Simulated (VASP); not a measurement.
# RbCl (Fm-3m) in VASP: a series of runs

The runs below take RbCl through single point, with LDA, PBEsol, PBE.

Program: VASP 6.6.1. These are calculated values, not measurements. Logs are shortened: lines on timing, memory, paths and dates and some standing lists are left out, and cuts for length are marked.

## Step 1: The cell of the first run

Symmetry: Fm-3m, No. 225, cubic system. The conventional cell has a = 6.548 Å, b = 6.548 Å, c = 6.548 Å, α = 90.00°, β = 90.00°, γ = 90.00°. Within 4.3 Å of Rb (site symmetry m-3m) lie 6 Cl at 3.27 Å. Within 4.3 Å of Cl (site symmetry m-3m) lie 6 Rb at 3.27 Å.

## Step 2: Single point, LDA

INCAR

```
SYSTEM = RbCl
ALGO = Normal
EDIFF = 1E-6
ENCUT = 500
GGA_COMPAT = .False.
ISIF = 2
ISMEAR = -1
LASPH = .True.
LCHARG = .False.
LREAL = .False.
LWAVE = .False.
NBANDS = 15
NELM = 120
PREC = Accurate
SIGMA = 0.03
```

KPOINTS

```
k-points
0
Gamma
  6 6 6
  0 0 0
```

POSCAR

```
RbCl
1.0
    0.0000000000      3.2740000000      3.2740000000
    3.2740000000      0.0000000000      3.2740000000
    3.2740000000      3.2740000000      0.0000000000
Rb Cl
1 1
Direct
    0.0000000000      0.0000000000      0.0000000000
    0.5000000000      0.5000000000      0.5000000000
```

Potentials or basis: VASP PAW LDA potentials, release 64 (Rb_sv, Cl).

Command:

```console
$ cat potpaw_LDA.64/Rb_sv/POTCAR potpaw_LDA.64/Cl/POTCAR > POTCAR
$ mpirun -np 1 vasp_std > vasp.out
```

OUTCAR:

```text
SYSTEM = RbCl
   EDIFF = 1E-6
   ENCUT = 500
   ISIF = 2
   ISMEAR = -1
   LASPH = .True.
   LREAL = .False.
   NELM = 120
   PREC = Accurate

 ion  position               nearest neighbor table
   1  0.000  0.000  0.000-   2 3.27   2 3.27   2 3.27   2 3.27   2 3.27   2 3.27
   2  0.500  0.500  0.500-   1 3.27   1 3.27   1 3.27   1 3.27   1 3.27   1 3.27

  LATTYP: Found a face centered cubic cell.
 ALAT       =     6.5480000000

  Lattice vectors:

 A1 = (   0.0000000000,   3.2740000000,   3.2740000000)
 A2 = (   3.2740000000,   0.0000000000,   3.2740000000)
 A3 = (   3.2740000000,   3.2740000000,   0.0000000000)

Analysis of symmetry for initial positions (statically):
=====================================================================
 Subroutine PRICEL returns:
 Original cell was already a primitive cell.

 Routine SETGRP: Setting up the symmetry group for a
 face centered cubic supercell.

 Subroutine GETGRP returns: Found 48 space group operations
 (whereof 48 operations were pure point group operations)
 out of a pool of 48 trial point group operations.

The static configuration has the point symmetry O_h .

Analysis of symmetry for dynamics (positions and initial velocities):
=====================================================================
 Subroutine PRICEL returns:
 Original cell was already a primitive cell.

 Routine SETGRP: Setting up the symmetry group for a
 face centered cubic supercell.

 Subroutine GETGRP returns: Found 48 space group operations
 (whereof 48 operations were pure point group operations)
 out of a pool of 48 trial point group operations.

The dynamic configuration has the point symmetry O_h .

 Subroutine INISYM returns: Found 48 space group operations
 (whereof 48 operations are pure point group operations),
 and found     1 'primitive' translations

----------------------------------------------------------------------------------------

                                     Primitive cell

  volume of cell :      70.1885

  direct lattice vectors                    reciprocal lattice vectors
     0.000000000  3.274000000  3.274000000    -0.152718387  0.152718387  0.152718387
     3.274000000  0.000000000  3.274000000     0.152718387 -0.152718387  0.152718387
     3.274000000  3.274000000  0.000000000     0.152718387  0.152718387 -0.152718387

  length of vectors
     4.630135203  4.630135203  4.630135203     0.264516006  0.264516006  0.264516006

  position of ions in fractional coordinates (direct lattice)
     0.000000000  0.000000000  0.000000000
     0.500000000  0.500000000  0.500000000

  ion indices of the primitive-cell ions
   primitive index   ion index
                 1           1
                 2           2

----------------------------------------------------------------------------------------

 KPOINTS: k-points

Automatic generation of k-mesh.
 Grid dimensions read from file:
 generate k-points for:    6    6    6

 Generating k-lattice:

  Cartesian coordinates                     Fractional coordinates (reciprocal lattice)
    -0.025453065  0.025453065  0.025453065     0.166666667  0.000000000  0.000000000
     0.025453065 -0.025453065  0.025453065     0.000000000  0.166666667  0.000000000
     0.025453065  0.025453065 -0.025453065     0.000000000  0.000000000  0.166666667

  Length of vectors
     0.044086001  0.044086001  0.044086001

  Shift w.r.t. Gamma in fractional coordinates (k-lattice)
     0.000000000  0.000000000  0.000000000

 Subroutine IBZKPT returns following result:
 ===========================================

 Found     16 irreducible k-points:

 Following reciprocal coordinates:
            Coordinates               Weight
  0.000000  0.000000  0.000000      1.000000
  0.166667  0.000000  0.000000      8.000000
  0.333333  0.000000  0.000000      8.000000
  0.500000  0.000000  0.000000      4.000000
  0.166667  0.166667  0.000000      6.000000
  0.333333  0.166667  0.000000     24.000000
[... 8 lines left out ...]
 -0.333333  0.333333  0.166667     24.000000
 -0.333333  0.500000  0.166667     12.000000
   k-points           NKPTS =     16   k-points in BZ     NKDIM =     16   number of bands    NBANDS=     15
   number of dos      NEDOS =    301   number of ions     NIONS =      2
   total plane-waves  NPLWV =  46656
   dimension x,y,z NGX =    36 NGY =   36 NGZ =   36
   dimension x,y,z NGXF=    72 NGYF=   72 NGZF=   72
   ions per type =               1   1
   NGX,Y,Z   is equivalent  to a cutoff of  12.93, 12.93, 12.93 a.u.
   NGXF,Y,Z  is equivalent  to a cutoff of  25.85, 25.85, 25.85 a.u.
 SYSTEM =  RbCl
   PREC   = accura    normal or accurate (medium, high low for compatibility)
   ISTART =      0    job   : 0-new  1-cont  2-samecut
   ICHARG =      2    charge: 1-file 2-atom 10-const
   ISPIN  =      1    spin polarized calculation?
   LNONCOLLINEAR =      F non collinear calculations
   LSORBIT =      F    spin-orbit coupling
   LASPH  =      T    aspherical Exc in radial PAW
   ENCUT  =  500.0 eV  36.75 Ry    6.06 a.u.   8.44  8.44  8.44*2*pi/ulx,y,z
   NELM   =    120;   NELMIN=  2; NELMDL= -5     # of ELM steps
   EDIFF  = 0.1E-05   stopping-criterion for ELM
   LREAL  =      F    real-space projection
   EDIFFG = 0.1E-04   stopping-criterion for IOM
   NSW    =      0    number of steps for IOM
   IBRION =     -1    ionic relax: 0-MD 1-quasi-New 2-CG
   NFREE  =      0    steps in history (QN), initial steepest desc. (CG)
   ISIF   =      2    stress and relaxation
   ISYM   =      2    0-nonsym 1-usesym 2-fastsym
   POTIM  = 0.5000    time-step for ionic-motion
   TEBEG  =    0.0;   TEEND  =   0.0 temperature during run
   PSTRESS=    0.0 pullay stress
   NELECT =      16.0000    total number of electrons
   NUPDOWN=      -1.0000    fix difference up-down
   EMIN   =  10.00;   EMAX   =-10.00  energy-range for DOS
   EFERMI =   0.00;   METHOD = LEGACY
   ISMEAR =    -1;   SIGMA  =   0.03  broadening in eV -4-tet -1-fermi 0-gaus
   EFERMI_NEDOS =   21; number of points for ismear=-14 and -15
   IALGO  =     38    algorithm
   IMIX   =      4    mixing-type and parameters
     AMIX     =   0.40;   BMIX     =  1.00
     AMIX_MAG =   1.60;   BMIX_MAG =  1.00
  volume/ion in A,a.u.               =      35.09       236.83
  Fermi-wavevector in a.u.,A,eV,Ry     =   1.000060  1.889840 13.607465  1.000120
  Thomas-Fermi vector in A             =   2.132392
   LORBIT       =      0    0 simple, 1 ext, 2 COOP (PROOUT), +10 PAW based schemes
   GGA     = CA    functional components
   LHFCALC =     F    Hartree Fock is set to
   AEXX    =    0.0000 exact exchange contribution
   IVDW    =     0    specifies the selected vdW correction
   LEPSILON=     F    determine dielectric tensor
   LRPA    =     F    only Hartree local field effects (RPA)
 non-spin polarized calculation
  energy-cutoff  :      500.00
  volume of cell :       70.19
 maximum number of plane-waves:      1807
 NGX is ok and might be reduce to    36
   NGX = 17   NGY = 17   NGZ = 17

 number of electron      16.0000001 magnetization

 Free energy of the ion-electron system (eV)
  ---------------------------------------------------
  ext. energy  EPLUGINS =         0.00000000
  ---------------------------------------------------
  free energy    TOTEN  =        -7.24414559 eV

  energy without entropy =       -7.24414559  energy(sigma->0) =       -7.24414559

 E-fermi :  -1.3717     XC(G=0):  -7.9648

 val. band max:       -2.0868656350   @ k =   0.0000   0.0000   0.0000
 cond. band min:       2.5154981054   @ k =   0.0000   0.0000   0.0000
 fundamental gap:      4.6023637404
 Fermi energy:        -1.3716705345

 k-point     1 :       0.0000    0.0000    0.0000
  band No.  band energies     occupation
      1     -25.8348      2.00000
      2     -14.0028      2.00000
      3      -9.9489      2.00000
      4      -9.9489      2.00000
      5      -9.9489      2.00000
      6      -2.0869      2.00000
      7      -2.0869      2.00000
      8      -2.0869      2.00000
      9       2.5155      0.00000
     10       5.6319      0.00000
     11       5.6319      0.00000
     12       5.6319      0.00000
     13       6.6863      0.00000
     14       6.6863      0.00000
     15       9.5415      0.00000

 k-point     2 :       0.1667    0.0000    0.0000
  band No.  band energies     occupation
      1     -25.8302      2.00000
      2     -14.0209      2.00000
      3      -9.9525      2.00000
      4      -9.9525      2.00000
      5      -9.9415      2.00000
      6      -2.3778      2.00000
      7      -2.1863      2.00000
      8      -2.1863      2.00000
      9       3.1680      0.00000
     10       5.4304      0.00000
     11       5.9871      0.00000
     12       5.9871      0.00000
     13       7.1088      0.00000
     14       7.1088      0.00000
     15      10.6639      0.00000

 k-point     3 :       0.3333    0.0000    0.0000
  band No.  band energies     occupation
      1     -25.8210      2.00000
      2     -14.0567      2.00000
      3      -9.9595      2.00000
      4      -9.9595      2.00000
      5      -9.9271      2.00000
      6      -2.8460      2.00000
      7      -2.3729      2.00000
      8      -2.3729      2.00000
      9       4.5335      0.00000
     10       5.4109      0.00000
     11       6.9695      0.00000
     12       6.9695      0.00000
     13       8.1667      0.00000
     14       8.1667      0.00000
     15      10.6073      0.00000
[... 199 lines left out ...]
 k-point    15 :      -0.3333    0.3333    0.1667
  band No.  band energies     occupation
      1     -25.8123      2.00000
      2     -14.0090      2.00000
      3     -10.1092      2.00000
      4     -10.1010      2.00000
      5      -9.9381      2.00000
      6      -2.6861      2.00000
      7      -2.3800      2.00000
      8      -2.3719      2.00000
      9       5.2832      0.00000
     10       5.3629      0.00000
     11       7.2560      0.00000
     12       7.2854      0.00000
     13       8.7701      0.00000
     14       9.4380      0.00000
     15       9.7964      0.00000

 k-point    16 :      -0.3333    0.5000    0.1667
  band No.  band energies     occupation
      1     -25.8110      2.00000
      2     -13.9771      2.00000
      3     -10.2009      2.00000
      4     -10.1103      2.00000
      5      -9.9681      2.00000
      6      -2.4822      2.00000
      7      -2.3919      2.00000
      8      -2.2779      2.00000
      9       4.4710      0.00000
     10       6.1554      0.00000
     11       6.4618      0.00000
     12       7.5662      0.00000
     13       8.6537      0.00000
     14       9.6096      0.00000
     15      10.0051      0.00000

------------------------ aborting loop because EDIFF is reached ----------------------------------------

  FORCE on cell =-STRESS in cart. coord.  units (eV):
  Direction    XX          YY          ZZ          XY          YZ          ZX
  --------------------------------------------------------------------------------------
  -------------------------------------------------------------------------------------
  Total       -0.6106400     -0.6106400     -0.6106400      0.0000000      0.0000000     -0.0000000
  in kB      -13.9389430    -13.9389430    -13.9389430      0.0000000      0.0000000     -0.0000000
  external PRESSURE =     -13.9389430 kB  Pullay stress =       0.0000000 kB

 VOLUME and BASIS-vectors are now :
 -----------------------------------------------------------------------------
  energy-cutoff  :      500.00
  volume of cell :       70.19
      direct lattice vectors                 reciprocal lattice vectors
     0.000000000  3.274000000  3.274000000    -0.152718387  0.152718387  0.152718387
     3.274000000  0.000000000  3.274000000     0.152718387 -0.152718387  0.152718387
     3.274000000  3.274000000  0.000000000     0.152718387  0.152718387 -0.152718387

 POSITION                                       TOTAL-FORCE (eV/Angst)
 -----------------------------------------------------------------------------------
      0.00000      0.00000      0.00000         0.000000     -0.000000      0.000000
      3.27400      3.27400      3.27400        -0.000000      0.000000     -0.000000
 -----------------------------------------------------------------------------------
    total drift:                                0.000000      0.000000      0.000000

  FREE ENERGIE OF THE ION-ELECTRON SYSTEM (eV)
  ---------------------------------------------------
  free  energy   TOTEN  =        -7.2441455898 eV

  energy  without entropy=       -7.2441455898  energy(sigma->0) =       -7.24414559
```

It took 27 s on 1 thread of Intel Xeon 8259CL, shared host; peak memory 0.18 GiB.

What came out:

| Quantity | Value |
| --- | --- |
| Free energy | -7.2441 eV |
| Pressure | -1.4 GPa |
| Band gap on the k mesh | 4.60 eV |

Levels at points of the mesh, in eV from the valence-band top:
```tsv
k point	band 5	band 6	band 7	band 8	band 9	band 10	band 11	band 12
(0.00, 0.00, 0.00)	-7.86	0.00	0.00	0.00	4.60	7.72	7.72	7.72
(0.50, 0.00, 0.00)	-7.83	-0.96	-0.37	-0.37	7.39	7.68	9.97	9.97
(0.50, 0.50, 0.00)	-7.98	-0.34	-0.11	-0.11	5.84	7.78	9.36	9.94
```

## Step 3: Single point, PBEsol

INCAR

```
  PREC = Accurate
  ENCUT = 500
  EDIFF = 1E-6
  ISMEAR = -1
  SIGMA = 0.03
  LREAL = False
  LASPH = True
  NELM = 120
  ALGO = Normal
  ISIF = 2
  LWAVE = False
  LCHARG = False
  GGA = PS
  NBANDS = 15
  GGA_COMPAT = False
```

KPOINTS

```
Automatic mesh
0
Gamma
  6 6 6
```

POSCAR is that of step 2.

Potentials or basis: VASP PAW PBE potentials, release 64 (Rb_sv, Cl).

Command:

```console
$ cat potpaw_PBE.64/Rb_sv/POTCAR potpaw_PBE.64/Cl/POTCAR > POTCAR
$ mpirun -np 1 vasp_std > vasp.out
```

Wall time 27 s (1 thread of Intel Xeon 8259CL, shared host); peak memory 0.2 GiB.

Results (log left out):

| Item | Value |
| --- | --- |
| Free energy | -6.8945 eV |
| Pressure | 0.0 GPa |
| Band gap on the k mesh | 4.89 eV |

Levels at points of the mesh, in eV from the valence-band top:
```tsv
k point	band 5	band 6	band 7	band 8	band 9	band 10	band 11	band 12
(0.00, 0.00, 0.00)	-7.90	0.00	0.00	0.00	4.89	7.91	7.91	7.91
(0.50, 0.00, 0.00)	-7.87	-0.91	-0.36	-0.36	7.65	7.92	10.14	10.14
(0.50, 0.50, 0.00)	-8.01	-0.33	-0.10	-0.10	6.07	8.01	9.64	10.04
```

Caveat: the PAW data sets were made with another functional, which shifts forces and pressure a little.

## Step 4: Single point, PBE

INCAR

```
SYSTEM = RbCl
ALGO = Normal
EDIFF = 1E-6
ENCUT = 500
GGA = PE
GGA_COMPAT = .FALSE.
ISIF = 2
ISMEAR = -1
LASPH = .TRUE.
LCHARG = .FALSE.
LREAL = .FALSE.
LWAVE = .FALSE.
NBANDS = 15
NELM = 120
PREC = Accurate
SIGMA = 0.03
```

KPOINTS

```
k-points
0
G
  6 6 6
  0 0 0
```

POSCAR is that of step 3.

Command:

```console
$ cat potpaw_PBE.64/Rb_sv/POTCAR potpaw_PBE.64/Cl/POTCAR > POTCAR
$ mpirun -np 1 vasp_std > vasp.out
```

Run time: 29 s. Hardware: 1 thread of Intel Xeon 8259CL, shared host; peak memory 0.2 GiB.

Results (log left out):

```yaml
Free_energy: -6.6581 eV
Pressure: 1.2 GPa
Band_gap_on_the_k_mesh: 5.05 eV
```

Levels at points of the mesh, in eV from the valence-band top:
| k point | band 6 | band 7 | band 8 | band 9 | band 10 | band 11 |
| --- | --- | --- | --- | --- | --- | --- |
| (0.00, 0.00, 0.00) | 0.00 | 0.00 | 0.00 | 5.05 | 8.00 | 8.00 |
| (0.50, 0.00, 0.00) | -0.88 | -0.35 | -0.35 | 7.80 | 8.03 | 10.21 |
| (0.50, 0.50, 0.00) | -0.32 | -0.10 | -0.10 | 6.20 | 8.14 | 9.80 |

PBE gaps usually lie below the measured ones, often by a third to a half.

## Step 5: The runs side by side

```csv
level,potentials or basis,gap on the mesh (eV),pressure (GPa)
LDA,"VASP PAW LDA potentials, release 64 (Rb_sv, Cl)",4.60,-1.4
PBEsol,"VASP PAW PBE potentials, release 64 (Rb_sv, Cl)",4.89,0.0
PBE,"VASP PAW PBE potentials, release 64 (Rb_sv, Cl)",5.05,1.2
```

Alike in all rows: task single point; no spin polarisation; cell as given; k mesh 6 × 6 × 6; cutoff (eV) 500; smearing fermi-dirac 0.03 eV.

Caveats: the PAW data sets were made with another functional, which shifts forces and pressure a little (at least some runs).

Absolute energies hang on the potentials; compare differences alone.
